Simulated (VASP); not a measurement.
# SiC (F-43m) in VASP: a series of runs

Runs on SiC. Level: r2SCAN. Tasks: single point, relaxation of cell and atoms.

Everything below comes from runs of VASP 6.6.1. Logs are shortened: lines on timing, memory, paths and dates and some standing lists are left out, and cuts for length are marked.

### Step 1. The cell of the first run

It takes space group F-43m (No. 216, cubic). The conventional cell has a = 4.356 Å, b = 4.356 Å, c = 4.356 Å, α = 90.00°, β = 90.00°, γ = 90.00°. Si (site symmetry -43m) has 4 C at 1.89 Å within 2.5 Å. Within 2.5 Å of C (site symmetry -43m) lie 4 Si at 1.89 Å.

### Step 2. Single point, r2SCAN

Contents of POSCAR:

```
SiC
1.0
    0.0000000000      2.1781372296      2.1781372296
    2.1781372296      0.0000000000      2.1781372296
    2.1781372296      2.1781372296      0.0000000000
Si C
1 1
Direct
    0.0000000000      0.0000000000      0.0000000000
    0.2500000000      0.2500000000      0.2500000000
```

Contents of INCAR.step1:

```
ALGO     = Normal         # electronic algorithm
EDIFF    = 1E-5           # SCF threshold, eV
ENCUT    = 660            # plane-wave cutoff, eV
GGA      = PE             # functional
GGA_COMPAT= F            
ISMEAR   = 0              # smearing method
LASPH    = T              # aspherical terms in the spheres
LCHARG   = F              # write CHGCAR
LREAL    = F              # projectors in reciprocal space
LWAVE    = T              # write WAVECAR
NBANDS   = 11             # bands
NELM     = 120            # most SCF steps
PREC     = Accurate       # precision mode
SIGMA    = 0.01           # smearing width, eV
```

Contents of INCAR.step2:

```
ALGO     = Normal         # electronic algorithm
EDIFF    = 1E-6           # SCF threshold, eV
ENCUT    = 660            # plane-wave cutoff, eV
GGA_COMPAT= F            
ISIF     = 2              # what is computed and relaxed
ISMEAR   = 0              # smearing method
ISTART   = 1            
LASPH    = T              # aspherical terms in the spheres
LCHARG   = T              # write CHGCAR
LELF     = T              # ELF
LMIXTAU  = T            
LREAL    = F              # projectors in reciprocal space
LVHAR    = T            
LWAVE    = F              # write WAVECAR
METAGGA  = R2SCAN         # meta-GGA
NBANDS   = 11             # bands
NELM     = 120            # most SCF steps
PREC     = Accurate       # precision mode
SIGMA    = 0.01           # smearing width, eV
```

Contents of KPOINTS:

```
k-points
0
Gamma
  10 10 10
```

Potentials or basis: VASP PAW PBE potentials, release 64 (Si, C).

Launch:

```
> cat potpaw_PBE.64/Si/POTCAR potpaw_PBE.64/C/POTCAR > POTCAR
> cp INCAR.step1 INCAR
> mpirun -np 1 vasp_std > vasp.out
> cp INCAR.step2 INCAR
> mpirun -np 1 vasp_std > vasp.out
```

OUTCAR:

```text
EDIFF = 1E-6
   ENCUT = 660
   ISIF = 2
   ISMEAR = 0
   ISTART = 1
   LASPH = T
   LREAL = F
   METAGGA = R2SCAN
   NELM = 120
   PREC = Accurate

 ion  position               nearest neighbor table
   1  0.000  0.000  0.000-   2 1.89   2 1.89   2 1.89   2 1.89
   2  0.250  0.250  0.250-   1 1.89   1 1.89   1 1.89   1 1.89

  LATTYP: Found a face centered cubic cell.
 ALAT       =     4.3562744592

  Lattice vectors:

 A1 = (   0.0000000000,   2.1781372296,   2.1781372296)
 A2 = (   2.1781372296,   0.0000000000,   2.1781372296)
 A3 = (   2.1781372296,   2.1781372296,   0.0000000000)

Analysis of symmetry for initial positions (statically):
=====================================================================
 Subroutine PRICEL returns:
 Original cell was already a primitive cell.

 Routine SETGRP: Setting up the symmetry group for a
 face centered cubic supercell.

 Subroutine GETGRP returns: Found 24 space group operations
 (whereof 24 operations were pure point group operations)
 out of a pool of 48 trial point group operations.

The static configuration has the point symmetry T_d .

Analysis of symmetry for dynamics (positions and initial velocities):
=====================================================================
 Subroutine PRICEL returns:
 Original cell was already a primitive cell.

 Routine SETGRP: Setting up the symmetry group for a
 face centered cubic supercell.

 Subroutine GETGRP returns: Found 24 space group operations
 (whereof 24 operations were pure point group operations)
 out of a pool of 48 trial point group operations.

The dynamic configuration has the point symmetry T_d .

 Subroutine INISYM returns: Found 24 space group operations
 (whereof 24 operations are pure point group operations),
 and found     1 'primitive' translations

----------------------------------------------------------------------------------------

                                     Primitive cell

  volume of cell :      20.6674

  direct lattice vectors                    reciprocal lattice vectors
     0.000000000  2.178137230  2.178137230    -0.229553948  0.229553948  0.229553948
     2.178137230  0.000000000  2.178137230     0.229553948 -0.229553948  0.229553948
     2.178137230  2.178137230  0.000000000     0.229553948  0.229553948 -0.229553948

  length of vectors
     3.080351211  3.080351211  3.080351211     0.397599101  0.397599101  0.397599101

  position of ions in fractional coordinates (direct lattice)
     0.000000000  0.000000000  0.000000000
     0.250000000  0.250000000  0.250000000

  ion indices of the primitive-cell ions
   primitive index   ion index
                 1           1
                 2           2

----------------------------------------------------------------------------------------

 KPOINTS: k-points

Automatic generation of k-mesh.
 Grid dimensions read from file:
 generate k-points for:   10   10   10

 Generating k-lattice:

  Cartesian coordinates                     Fractional coordinates (reciprocal lattice)
    -0.022955395  0.022955395  0.022955395     0.100000000  0.000000000  0.000000000
     0.022955395 -0.022955395  0.022955395     0.000000000  0.100000000  0.000000000
     0.022955395  0.022955395 -0.022955395     0.000000000  0.000000000  0.100000000

  Length of vectors
     0.039759910  0.039759910  0.039759910

  Shift w.r.t. Gamma in fractional coordinates (k-lattice)
     0.000000000  0.000000000  0.000000000

 Subroutine IBZKPT returns following result:
 ===========================================

 Found     47 irreducible k-points:

 Following reciprocal coordinates:
            Coordinates               Weight
  0.000000  0.000000  0.000000      1.000000
  0.100000  0.000000  0.000000      8.000000
  0.200000  0.000000  0.000000      8.000000
  0.300000  0.000000  0.000000      8.000000
  0.400000  0.000000  0.000000      8.000000
  0.500000  0.000000  0.000000      4.000000
[... 16 lines left out ...]
  0.300000  0.300000  0.000000      6.000000
  0.400000  0.300000  0.000000     24.000000
 [... further k-points ...]
   k-points           NKPTS =     47   k-points in BZ     NKDIM =     47   number of bands    NBANDS=     11
   number of dos      NEDOS =    301   number of ions     NIONS =      2
   total plane-waves  NPLWV =  21952
   dimension x,y,z NGX =    28 NGY =   28 NGZ =   28
   dimension x,y,z NGXF=    56 NGYF=   56 NGZF=   56
   ions per type =               1   1
   NGX,Y,Z   is equivalent  to a cutoff of  15.11, 15.11, 15.11 a.u.
   NGXF,Y,Z  is equivalent  to a cutoff of  30.22, 30.22, 30.22 a.u.
 SYSTEM =  unknown system
   PREC   = accura    normal or accurate (medium, high low for compatibility)
   ISTART =      1    job   : 0-new  1-cont  2-samecut
   ICHARG =      0    charge: 1-file 2-atom 10-const
   ISPIN  =      1    spin polarized calculation?
   LNONCOLLINEAR =      F non collinear calculations
   LSORBIT =      F    spin-orbit coupling
   LASPH  =      T    aspherical Exc in radial PAW
   ENCUT  =  660.0 eV  48.51 Ry    6.96 a.u.   6.45  6.45  6.45*2*pi/ulx,y,z
   NELM   =    120;   NELMIN=  2; NELMDL=  0     # of ELM steps
   EDIFF  = 0.1E-05   stopping-criterion for ELM
   LREAL  =      F    real-space projection
   EDIFFG = 0.1E-04   stopping-criterion for IOM
   NSW    =      0    number of steps for IOM
   IBRION =     -1    ionic relax: 0-MD 1-quasi-New 2-CG
   NFREE  =      0    steps in history (QN), initial steepest desc. (CG)
   ISIF   =      2    stress and relaxation
   ISYM   =      2    0-nonsym 1-usesym 2-fastsym
   POTIM  = 0.5000    time-step for ionic-motion
   TEBEG  =    0.0;   TEEND  =   0.0 temperature during run
   PSTRESS=    0.0 pullay stress
   NELECT =       8.0000    total number of electrons
   NUPDOWN=      -1.0000    fix difference up-down
   EMIN   =  10.00;   EMAX   =-10.00  energy-range for DOS
   EFERMI =   0.00;   METHOD = LEGACY
   ISMEAR =     0;   SIGMA  =   0.01  broadening in eV -4-tet -1-fermi 0-gaus
   EFERMI_NEDOS =   21; number of points for ismear=-14 and -15
   IALGO  =     38    algorithm
   IMIX   =      4    mixing-type and parameters
     AMIX     =   0.40;   BMIX     =  1.00
     AMIX_MAG =   1.60;   BMIX_MAG =  1.00
  volume/ion in A,a.u.               =      10.33        69.74
  Fermi-wavevector in a.u.,A,eV,Ry     =   1.193098  2.254629 19.367672  1.423484
  Thomas-Fermi vector in A             =   2.329121
   LORBIT       =      0    0 simple, 1 ext, 2 COOP (PROOUT), +10 PAW based schemes
   METAGGA = R2SCAN    functional components
   LHFCALC =     F    Hartree Fock is set to
   AEXX    =    0.0000 exact exchange contribution
   IVDW    =     0    specifies the selected vdW correction
   LEPSILON=     F    determine dielectric tensor
   LRPA    =     F    only Hartree local field effects (RPA)
 non-spin polarized calculation
 Gauss-broadening in eV      SIGMA  =   0.01
  energy-cutoff  :      660.00
  volume of cell :       20.67
 maximum number of plane-waves:       821
 NGX is ok and might be reduce to    28
   NGX = 13   NGY = 13   NGZ = 13

 number of electron       8.0000000 magnetization

 Free energy of the ion-electron system (eV)
  ---------------------------------------------------
  ext. energy  EPLUGINS =         0.00000000
  ---------------------------------------------------
  free energy    TOTEN  =       -19.33151199 eV

  energy without entropy =      -19.33151199  energy(sigma->0) =      -19.33151199

 E-fermi :   8.1020     XC(G=0): -11.9394

 val. band max:        7.9934635948   @ k =   0.0000   0.0000   0.0000
 cond. band min:       9.7197605626   @ k =   0.5000   0.5000   0.0000
 fundamental gap:      1.7262969678
 Fermi energy:         8.1019772824

 k-point     1 :       0.0000    0.0000    0.0000
  band No.  band energies     occupation
      1      -8.1941      2.00000
      2       7.9935      2.00000
      3       7.9935      2.00000
      4       7.9935      2.00000
      5      14.8433      0.00000
      6      15.8537      0.00000
      7      15.8537      0.00000
      8      15.8537      0.00000
      9      23.2116      0.00000
     10      23.2116      0.00000
     11      25.7778      0.00000

 k-point     2 :       0.1000    0.0000    0.0000
  band No.  band energies     occupation
      1      -7.9915      2.00000
      2       6.9449      2.00000
      3       7.8537      2.00000
      4       7.8537      2.00000
      5      15.0949      0.00000
      6      16.1126      0.00000
      7      16.1126      0.00000
      8      16.1990      0.00000
      9      22.2747      0.00000
     10      22.2747      0.00000
     11      25.3970      0.00000

 k-point     3 :       0.2000    0.0000    0.0000
  band No.  band energies     occupation
      1      -7.3938      2.00000
      2       4.7350      2.00000
      3       7.5319      2.00000
      4       7.5319      2.00000
      5      14.7838      0.00000
      6      16.4927      0.00000
      7      16.4927      0.00000
      8      17.5459      0.00000
      9      21.6109      0.00000
     10      21.6109      0.00000
     11      24.4476      0.00000

 k-point     4 :       0.3000    0.0000    0.0000
  band No.  band energies     occupation
      1      -6.4419      2.00000
      2       2.3293      2.00000
      3       7.1991      2.00000
      4       7.1991      2.00000
      5      14.3682      0.00000
      6      16.3362      0.00000
      7      16.3362      0.00000
      8      18.6212      0.00000
      9      22.5157      0.00000
     10      22.5157      0.00000
     11      24.1955      0.00000
[... 239 lines left out ...]
 k-point    22 :      -0.2000    0.2000    0.0000
  band No.  band energies     occupation
      1      -6.1219      2.00000
      2       2.9769      2.00000
      3       4.6687      2.00000
      4       7.3129      2.00000
      5      15.1528      0.00000
      6      16.6766      0.00000
      7      16.9919      0.00000
      8      17.9073      0.00000
      9      20.1924      0.00000
     10      24.4978      0.00000
     11      28.2593      0.00000

 k-point    23 :       0.3000    0.3000    0.0000
  band No.  band energies     occupation
      1      -5.8454      2.00000
      2       3.4255      2.00000
      3       5.5220      2.00000
      4       5.5220      2.00000
      5      11.6148      0.00000
      6      14.1462      0.00000
      7      20.3939      0.00000
      8      20.3939      0.00000
      9      21.3702      0.00000
     10      25.9678      0.00000
     11      30.9222      0.00000

 k-point    24 :       0.4000    0.3000    0.0000
  band No.  band energies     occupation
      1      -4.9570      2.00000
      2       2.1573      2.00000
      3       4.7204      2.00000
      4       5.2463      2.00000
      5      11.2936      0.00000
      6      14.1617      0.00000
      7      20.5064      0.00000
      8      20.8097      0.00000
      9      22.8511      0.00000
     10      27.0925      0.00000
     11      30.5084      0.00000

 [... further k-points ...]

------------------------ aborting loop because EDIFF is reached ----------------------------------------

  FORCE on cell =-STRESS in cart. coord.  units (eV):
  Direction    XX          YY          ZZ          XY          YZ          ZX
  --------------------------------------------------------------------------------------
  -------------------------------------------------------------------------------------
  Total       -0.0492999     -0.0492999     -0.0492999      0.0000000      0.0000000     -0.0000000
  in kB       -3.8218229     -3.8218229     -3.8218229      0.0000000      0.0000000     -0.0000000
  external PRESSURE =      -3.8218229 kB  Pullay stress =       0.0000000 kB

 VOLUME and BASIS-vectors are now :
 -----------------------------------------------------------------------------
  energy-cutoff  :      660.00
  volume of cell :       20.67
      direct lattice vectors                 reciprocal lattice vectors
     0.000000000  2.178137230  2.178137230    -0.229553948  0.229553948  0.229553948
     2.178137230  0.000000000  2.178137230     0.229553948 -0.229553948  0.229553948
     2.178137230  2.178137230  0.000000000     0.229553948  0.229553948 -0.229553948

 POSITION                                       TOTAL-FORCE (eV/Angst)
 -----------------------------------------------------------------------------------
      0.00000      0.00000      0.00000         0.000000      0.000000      0.000000
      1.08907      1.08907      1.08907        -0.000000     -0.000000     -0.000000
 -----------------------------------------------------------------------------------
    total drift:                               -0.000000     -0.000000     -0.000000

  FREE ENERGIE OF THE ION-ELECTRON SYSTEM (eV)
  ---------------------------------------------------
  free  energy   TOTEN  =       -19.3315119916 eV

  energy  without entropy=      -19.3315119916  energy(sigma->0) =      -19.33151199
```

Wall time 90 s (1 thread of Intel Xeon 8259CL, shared host); peak memory 0.16 GiB.

Results:

```
Free energy            : -19.3315 eV
Pressure               : -0.4 GPa
Band gap on the k mesh : 1.73 eV (least direct gap 5.06 eV)
```

Caveat: the PAW data sets were made with another functional, which shifts forces and pressure a little.

### Step 3. Relaxation of cell and atoms, r2SCAN

This run uses another cell than the first one, of 10.36 Å³/atom.

Contents of POSCAR:

```
SiC
1.0
    0.0000000000      2.1800000000      2.1800000000
    2.1800000000      0.0000000000      2.1800000000
    2.1800000000      2.1800000000      0.0000000000
Si C
1 1
Direct
    0.0000000000      0.0000000000      0.0000000000
    0.2500000000      0.2500000000      0.2500000000
```

Contents of INCAR.step1:

```
  PREC = Accurate
  ENCUT = 660
  ISMEAR = 0
  SIGMA = 0.01
  LREAL = F
  LASPH = T
  NELM = 120
  GGA = PE
  ALGO = Normal
  EDIFF = 1E-5
  LWAVE = T
  LCHARG = F
  GGA_COMPAT = F
  IBRION = 2
  ISIF = 3
  EDIFFG = -0.005
  NELMIN = 4
  NSW = 100
```

Contents of INCAR.step2:

```
  PREC = Accurate
  ENCUT = 660
  EDIFF = 1E-7
  ISMEAR = 0
  SIGMA = 0.01
  LREAL = F
  LASPH = T
  NELM = 120
  ALGO = Normal
  ISIF = 3
  LWAVE = F
  LCHARG = F
  METAGGA = R2SCAN
  LMIXTAU = T
  IBRION = 2
  NSW = 80
  EDIFFG = -0.002
  ISTART = 1
  GGA_COMPAT = F
  NELMIN = 4
```

Contents of KPOINTS:

```
regular mesh
0
Gamma
  10 10 10
```

Potentials or basis: VASP PAW PBE potentials, release 64 (Si, C).

Launch:

```
> cat potpaw_PBE.64/Si/POTCAR potpaw_PBE.64/C/POTCAR > POTCAR
> cp INCAR.step1 INCAR
> mpirun -np 1 vasp_std > vasp.out
> cp INCAR.step2 INCAR
> mpirun -np 1 vasp_std > vasp.out
```

Wall time 3.8 min (1 thread of Intel Xeon 8259CL, shared host); peak memory 0.16 GiB.

It converged, with:

* Free energy: -19.3316 eV
* Relaxed volume: 10.32 Å³/atom
* Relaxed cell: a = 3.079 Å, b = 3.079 Å, c = 3.079 Å, α = 60.00°, β = 60.00°, γ = 60.00°
* Space group after relaxing (to 0.1 Å): F-43m (No. 216)
* Energy gained by relaxing: 0.1 meV/atom
* Ionic steps: 3
* Pressure after relaxing: 0.0 GPa
* Band gap on the k mesh: 1.73 eV (least direct gap 5.06 eV)

Step by step:
```tsv
step	energy change (eV)	largest force (eV/Å)	pressure (GPa)	volume (Å³)
1	0.0000	0.0000	-0.97	20.72
2	0.0001	0.0000	1.10	20.53
3	-0.0003	0.0000	0.00	20.63
```

Final structure:
```xyz
2
Lattice="0.0000 2.1769 2.1769 2.1769 0.0000 2.1769 2.1769 2.1769 0.0000" Properties=species:S:1:pos:R:3 pbc="T T T"
Si    0.0000    0.0000    0.0000
C     1.0884    1.0884    1.0884
```

Levels at points of the mesh, in eV from the valence-band top:
| k point | band 1 | band 2 | band 3 | band 4 | band 5 | band 6 | band 7 | band 8 |
| --- | --- | --- | --- | --- | --- | --- | --- | --- |
| (0.00, 0.00, 0.00) | -16.20 | 0.00 | 0.00 | 0.00 | 6.87 | 7.87 | 7.87 | 7.87 |
| (0.50, 0.00, 0.00) | -12.57 | -8.83 | -1.11 | -1.11 | 6.02 | 7.77 | 7.77 | 10.97 |
| (0.50, 0.50, 0.00) | -11.10 | -8.06 | -3.34 | -3.34 | 1.73 | 4.84 | 15.17 | 15.17 |

Caveat: the PAW data sets were made with another functional, which shifts forces and pressure a little. A k mesh can miss the band edges.
